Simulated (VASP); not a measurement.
# CsCdCl3 (P4mm) in VASP: single point with LDA

Aim: the single point of CsCdCl3 with LDA.

Everything below comes from runs of VASP 6.6.1. Logs are shortened: lines on timing, memory, paths and dates and some standing lists are left out, and cuts for length are marked.

### 1 The cell of the first run

Symmetry: P4mm, No. 99, tetragonal system. Conventional cell: a = 5.200 Å, b = 5.200 Å, c = 5.200 Å, α = 90.00°, β = 90.00°, γ = 90.00°. Cs (site symmetry 4mm) has 12 Cl at 3.63 to 3.72 Å and 8 Cd at 4.50 Å within 4.8 Å. Within 3.3 Å of Cd (site symmetry 4mm) lie 6 Cl at 2.54 to 2.66 Å. Cl (site symmetry 2mm) has 2 Cd at 2.60 Å within 3.4 Å. Within 3.3 Å of Cl (site symmetry 4mm) lie 2 Cd at 2.54 to 2.66 Å.

### 2 Single point, LDA (all Cl atoms moved +0.062 Å, as atom 3 along Cartesian [0 0 1])

File INCAR:

```
SYSTEM = CsCdCl3
PREC = Accurate
ENCUT = 520
EDIFF = 1E-6
ISMEAR = 0
SIGMA = 0.05
LREAL = .False.
LASPH = .True.
NELM = 100
ALGO = Normal
ISIF = 2
LWAVE = .False.
LCHARG = .False.
GGA = CA
NBANDS = 29
```

File KPOINTS:

```
regular mesh
0
Gamma
  6 6 6
  0 0 0
```

File POSCAR:

```
CsCdCl3
1.0
    5.2000000000      0.0000000000      0.0000000000
    0.0000000000      5.2000000000      0.0000000000
    0.0000000000      0.0000000000      5.2000000000
Cs Cd Cl
1 1 3
Direct
    0.0000000000      0.0000000000      0.0000000000
    0.5000000000      0.5000000000      0.5000000000
    0.0000000000      0.5000000000      0.5120192308
    0.5000000000      0.0000000000      0.5120192308
    0.5000000000      0.5000000000      0.0120192308
```

Potentials or basis: VASP PAW LDA potentials, release 64 (Cs_sv, Cd, Cl).

Started as:

```bash
cat potpaw_LDA.64/Cs_sv/POTCAR potpaw_LDA.64/Cd/POTCAR potpaw_LDA.64/Cl/POTCAR > POTCAR
mpirun -np 1 vasp_std > vasp.out
```

OUTCAR:

```text
SYSTEM = CsCdCl3
   PREC = Accurate
   ENCUT = 520
   EDIFF = 1E-6
   ISMEAR = 0
   LREAL = .False.
   LASPH = .True.
   NELM = 100
   ISIF = 2
   GGA = CA

 ion  position               nearest neighbor table
   1  0.000  0.000  0.000-
   2  0.500  0.500  0.500-   5 2.54   4 2.60   3 2.60   4 2.60   3 2.60   5 2.66
   3  0.000  0.500  0.512-   2 2.60   2 2.60
   4  0.500  0.000  0.512-   2 2.60   2 2.60
   5  0.500  0.500  0.012-   2 2.54   2 2.66

  LATTYP: Found a simple cubic cell.
 ALAT       =     5.2000000000

  Lattice vectors:

 A1 = (   5.2000000000,   0.0000000000,   0.0000000000)
 A2 = (   0.0000000000,   5.2000000000,   0.0000000000)
 A3 = (   0.0000000000,   0.0000000000,   5.2000000000)

Analysis of symmetry for initial positions (statically):
=====================================================================
 Subroutine PRICEL returns:
 Original cell was already a primitive cell.

 Routine SETGRP: Setting up the symmetry group for a
 simple cubic supercell.

 Subroutine GETGRP returns: Found  8 space group operations
 (whereof  8 operations were pure point group operations)
 out of a pool of 48 trial point group operations.

The static configuration has the point symmetry C_4v.

Analysis of symmetry for dynamics (positions and initial velocities):
=====================================================================
 Subroutine PRICEL returns:
 Original cell was already a primitive cell.

 Routine SETGRP: Setting up the symmetry group for a
 simple cubic supercell.

 Subroutine GETGRP returns: Found  8 space group operations
 (whereof  8 operations were pure point group operations)
 out of a pool of 48 trial point group operations.

The dynamic configuration has the point symmetry C_4v.

 Subroutine INISYM returns: Found  8 space group operations
 (whereof  8 operations are pure point group operations),
 and found     1 'primitive' translations

----------------------------------------------------------------------------------------

                                     Primitive cell

  volume of cell :     140.6080

  direct lattice vectors                    reciprocal lattice vectors
     5.200000000  0.000000000  0.000000000     0.192307692  0.000000000  0.000000000
     0.000000000  5.200000000  0.000000000     0.000000000  0.192307692  0.000000000
     0.000000000  0.000000000  5.200000000     0.000000000  0.000000000  0.192307692

  length of vectors
     5.200000000  5.200000000  5.200000000     0.192307692  0.192307692  0.192307692

  position of ions in fractional coordinates (direct lattice)
     0.000000000  0.000000000  0.000000000
     0.500000000  0.500000000  0.500000000
     0.000000000  0.500000000  0.512019231
     0.500000000  0.000000000  0.512019231
     0.500000000  0.500000000  0.012019231

  ion indices of the primitive-cell ions
   primitive index   ion index
                 1           1
                 2           2
                 3           3
                 4           4
                 5           5

----------------------------------------------------------------------------------------

 KPOINTS: regular mesh

Automatic generation of k-mesh.
 Grid dimensions read from file:
 generate k-points for:    6    6    6

 Generating k-lattice:

  Cartesian coordinates                     Fractional coordinates (reciprocal lattice)
     0.032051282  0.000000000  0.000000000     0.166666667  0.000000000  0.000000000
     0.000000000  0.032051282  0.000000000     0.000000000  0.166666667  0.000000000
     0.000000000  0.000000000  0.032051282     0.000000000  0.000000000  0.166666667

  Length of vectors
     0.032051282  0.032051282  0.032051282

  Shift w.r.t. Gamma in fractional coordinates (k-lattice)
     0.000000000  0.000000000  0.000000000

 Subroutine IBZKPT returns following result:
 ===========================================

 Found     40 irreducible k-points:

 Following reciprocal coordinates:
            Coordinates               Weight
  0.000000  0.000000  0.000000      1.000000
  0.166667  0.000000  0.000000      4.000000
  0.000000  0.000000  0.166667      2.000000
  0.333333  0.000000  0.000000      4.000000
  0.000000  0.000000  0.333333      2.000000
  0.500000  0.000000  0.000000      2.000000
[... 16 lines left out ...]
  0.166667  0.166667  0.166667      8.000000
  0.333333  0.166667  0.166667     16.000000
 [... further k-points ...]
   k-points           NKPTS =     40   k-points in BZ     NKDIM =     40   number of bands    NBANDS=     29
   number of dos      NEDOS =    301   number of ions     NIONS =      5
   total plane-waves  NPLWV =  64000
   dimension x,y,z NGX =    40 NGY =   40 NGZ =   40
   dimension x,y,z NGXF=    80 NGYF=   80 NGZF=   80
   ions per type =               1   1   3
   NGX,Y,Z   is equivalent  to a cutoff of  12.79, 12.79, 12.79 a.u.
   NGXF,Y,Z  is equivalent  to a cutoff of  25.58, 25.58, 25.58 a.u.
 SYSTEM =  CsCdCl3
   PREC   = accura    normal or accurate (medium, high low for compatibility)
   ISTART =      0    job   : 0-new  1-cont  2-samecut
   ICHARG =      2    charge: 1-file 2-atom 10-const
   ISPIN  =      1    spin polarized calculation?
   LNONCOLLINEAR =      F non collinear calculations
   LSORBIT =      F    spin-orbit coupling
   LASPH  =      T    aspherical Exc in radial PAW
   ENCUT  =  520.0 eV  38.22 Ry    6.18 a.u.   9.67  9.67  9.67*2*pi/ulx,y,z
   NELM   =    100;   NELMIN=  2; NELMDL= -5     # of ELM steps
   EDIFF  = 0.1E-05   stopping-criterion for ELM
   LREAL  =      F    real-space projection
   EDIFFG = 0.1E-04   stopping-criterion for IOM
   NSW    =      0    number of steps for IOM
   IBRION =     -1    ionic relax: 0-MD 1-quasi-New 2-CG
   NFREE  =      0    steps in history (QN), initial steepest desc. (CG)
   ISIF   =      2    stress and relaxation
   ISYM   =      2    0-nonsym 1-usesym 2-fastsym
   POTIM  = 0.5000    time-step for ionic-motion
   TEBEG  =    0.0;   TEEND  =   0.0 temperature during run
   PSTRESS=    0.0 pullay stress
   NELECT =      42.0000    total number of electrons
   NUPDOWN=      -1.0000    fix difference up-down
   EMIN   =  10.00;   EMAX   =-10.00  energy-range for DOS
   EFERMI =   0.00;   METHOD = LEGACY
   ISMEAR =     0;   SIGMA  =   0.05  broadening in eV -4-tet -1-fermi 0-gaus
   EFERMI_NEDOS =   21; number of points for ismear=-14 and -15
   IALGO  =     38    algorithm
   IMIX   =      4    mixing-type and parameters
     AMIX     =   0.40;   BMIX     =  1.00
     AMIX_MAG =   1.60;   BMIX_MAG =  1.00
  volume/ion in A,a.u.               =      28.12       189.77
  Fermi-wavevector in a.u.,A,eV,Ry     =   1.094346  2.068014 16.294239  1.197593
  Thomas-Fermi vector in A             =   2.230649
   LORBIT       =      0    0 simple, 1 ext, 2 COOP (PROOUT), +10 PAW based schemes
   GGA     = CA    functional components
   LHFCALC =     F    Hartree Fock is set to
   AEXX    =    0.0000 exact exchange contribution
   IVDW    =     0    specifies the selected vdW correction
   LEPSILON=     F    determine dielectric tensor
   LRPA    =     F    only Hartree local field effects (RPA)
 non-spin polarized calculation
 Gauss-broadening in eV      SIGMA  =   0.05
  energy-cutoff  :      520.00
  volume of cell :      140.61
 maximum number of plane-waves:      3840
 NGX is ok and might be reduce to    40
   NGX = 19   NGY = 19   NGZ = 19

 number of electron      42.0000006 magnetization

 Free energy of the ion-electron system (eV)
  ---------------------------------------------------
  ext. energy  EPLUGINS =         0.00000000
  ---------------------------------------------------
  free energy    TOTEN  =       -16.80050222 eV

  energy without entropy =      -16.80050222  energy(sigma->0) =      -16.80050222

 E-fermi :   0.1818     XC(G=0):  -9.1392

 val. band max:       -0.0998332651   @ k =   0.5000   0.5000   0.5000
 cond. band min:       1.4473937656   @ k =   0.0000   0.0000   0.0000
 fundamental gap:      1.5472270307
 Fermi energy:         0.1817555929

 k-point     1 :       0.0000    0.0000    0.0000
  band No.  band energies     occupation
      1     -19.0321      2.00000
      2     -13.6516      2.00000
      3     -13.1004      2.00000
      4     -13.0908      2.00000
      5      -6.6660      2.00000
      6      -6.6660      2.00000
[... 21 lines left out ...]
     28       7.0766      0.00000
     29      11.0101      0.00000

 k-point     2 :       0.1667    0.0000    0.0000
  band No.  band energies     occupation
      1     -19.0297      2.00000
      2     -13.6191      2.00000
      3     -13.1061      2.00000
      4     -13.0950      2.00000
      5      -6.6852      2.00000
      6      -6.6785      2.00000
[... 21 lines left out ...]
     28       7.3583      0.00000
     29      10.4819      0.00000

 k-point     3 :       0.0000    0.0000    0.1667
  band No.  band energies     occupation
      1     -19.0297      2.00000
      2     -13.6180      2.00000
      3     -13.1128      2.00000
      4     -13.0892      2.00000
      5      -6.6830      2.00000
      6      -6.6830      2.00000
[... 21 lines left out ...]
     28       7.3555      0.00000
     29      10.5009      0.00000

 k-point     4 :       0.3333    0.0000    0.0000
  band No.  band energies     occupation
      1     -19.0246      2.00000
      2     -13.5502      2.00000
      3     -13.1294      2.00000
      4     -13.0931      2.00000
      5      -6.9709      2.00000
      6      -6.7119      2.00000
[... 21 lines left out ...]
     28       8.0653      0.00000
     29       9.1954      0.00000

 k-point     5 :       0.0000    0.0000    0.3333
  band No.  band energies     occupation
      1     -19.0247      2.00000
      2     -13.5460      2.00000
      3     -13.1402      2.00000
      4     -13.0861      2.00000
      5      -6.9764      2.00000
      6      -6.7143      2.00000
[... 21 lines left out ...]
     28       8.0574      0.00000
     29       9.2064      0.00000
[... 510 lines left out ...]
     28       8.7148      0.00000
     29       8.7156      0.00000

 k-point    22 :       0.0000    0.5000    0.5000
  band No.  band energies     occupation
      1     -19.0145      2.00000
      2     -13.2905      2.00000
      3     -13.1689      2.00000
      4     -13.1558      2.00000
      5      -7.2671      2.00000
      6      -6.9095      2.00000
[... 21 lines left out ...]
     28       8.6934      0.00000
     29       8.7320      0.00000

 k-point    23 :       0.1667    0.1667    0.1667
  band No.  band energies     occupation
      1     -19.0251      2.00000
      2     -13.5481      2.00000
      3     -13.1144      2.00000
      4     -13.1051      2.00000
      5      -6.7093      2.00000
      6      -6.7054      2.00000
[... 21 lines left out ...]
     28       7.8221      0.00000
     29       9.6332      0.00000

 k-point    24 :       0.3333    0.1667    0.1667
  band No.  band energies     occupation
      1     -19.0207      2.00000
      2     -13.4711      2.00000
      3     -13.1322      2.00000
      4     -13.1073      2.00000
      5      -7.0026      2.00000
      6      -6.7330      2.00000
[... 21 lines left out ...]
     28       8.3647      0.00000
     29       8.9611      0.00000

 [... further k-points ...]

------------------------ aborting loop because EDIFF is reached ----------------------------------------

  FORCE on cell =-STRESS in cart. coord.  units (eV):
  Direction    XX          YY          ZZ          XY          YZ          ZX
  --------------------------------------------------------------------------------------
  -------------------------------------------------------------------------------------
  Total       -1.4806660     -1.4806660     -1.3287488      0.0000000      0.0000000     -0.0000000
  in kB      -16.8716543    -16.8716543    -15.1406119      0.0000000      0.0000000     -0.0000000
  external PRESSURE =     -16.2946401 kB  Pullay stress =       0.0000000 kB

 VOLUME and BASIS-vectors are now :
 -----------------------------------------------------------------------------
  energy-cutoff  :      520.00
  volume of cell :      140.61
      direct lattice vectors                 reciprocal lattice vectors
     5.200000000  0.000000000  0.000000000     0.192307692  0.000000000  0.000000000
     0.000000000  5.200000000  0.000000000     0.000000000  0.192307692  0.000000000
     0.000000000  0.000000000  5.200000000     0.000000000  0.000000000  0.192307692

 POSITION                                       TOTAL-FORCE (eV/Angst)
 -----------------------------------------------------------------------------------
      0.00000      0.00000      0.00000        -0.000000     -0.000000      0.034975
      2.60000      2.60000      2.60000        -0.000000     -0.000000      0.195559
      0.00000      2.60000      2.66250         0.000000     -0.000000      0.007065
      2.60000      0.00000      2.66250        -0.000000     -0.000000      0.007065
      2.60000      2.60000      0.06250        -0.000000      0.000000     -0.244664
 -----------------------------------------------------------------------------------
    total drift:                                0.000000      0.000000     -0.000261

  FREE ENERGIE OF THE ION-ELECTRON SYSTEM (eV)
  ---------------------------------------------------
  free  energy   TOTEN  =       -16.8005022204 eV

  energy  without entropy=      -16.8005022204  energy(sigma->0) =      -16.80050222
```

Wall time 1.7 min (1 thread of Intel Xeon Platinum 8375C at 2.90GHz (Ice Lake), shared host); peak memory 0.29 GiB.

What came out:

- Free energy: -16.8005 eV
- Pressure: -1.6 GPa
- Largest force: 0.245 eV/Å
- Band gap on the k mesh: 1.55 eV (least direct gap 2.12 eV)

Forces in eV/Å, atoms in the order of the input:
```
Cs   0.000  0.000  0.035
Cd   0.000  0.000  0.196
Cl   0.000  0.000  0.007
Cl   0.000  0.000  0.007
Cl   0.000  0.000 -0.245
```

Levels at points of the mesh, in eV from the valence-band top:
| k point | band 17 | band 18 | band 19 | band 20 | band 21 | band 22 | band 23 | band 24 | band 25 | band 26 |
| --- | --- | --- | --- | --- | --- | --- | --- | --- | --- | --- |
| (0.00, 0.00, 0.00) | -0.91 | -0.91 | -0.58 | -0.58 | -0.58 | 1.55 | 5.57 | 5.89 | 5.89 | 7.17 |
| (0.50, 0.00, 0.00) | -1.14 | -0.91 | -0.91 | -0.85 | -0.85 | 4.28 | 6.92 | 7.22 | 7.74 | 7.99 |
| (0.00, 0.00, 0.50) | -1.14 | -0.91 | -0.91 | -0.85 | -0.85 | 4.28 | 6.92 | 7.22 | 7.74 | 8.01 |
| (0.50, 0.50, 0.00) | -1.12 | -1.07 | -1.07 | -0.29 | -0.01 | 6.07 | 7.06 | 7.06 | 7.65 | 8.06 |
| (0.00, 0.50, 0.50) | -1.12 | -1.06 | -1.06 | -0.29 | -0.01 | 6.06 | 7.06 | 7.08 | 7.65 | 8.08 |
| (0.50, 0.50, 0.50) | -0.27 | -0.27 | -0.27 | 0.00 | 0.00 | 5.67 | 5.67 | 5.67 | 7.29 | 7.86 |

Caveat: the cell differs from its parent crystal (all Cl atoms moved +0.062 Å, as atom 3 along Cartesian [0 0 1]); spin-orbit coupling is left out, which moves the levels of the heavy elements. A k mesh can miss the band edges.
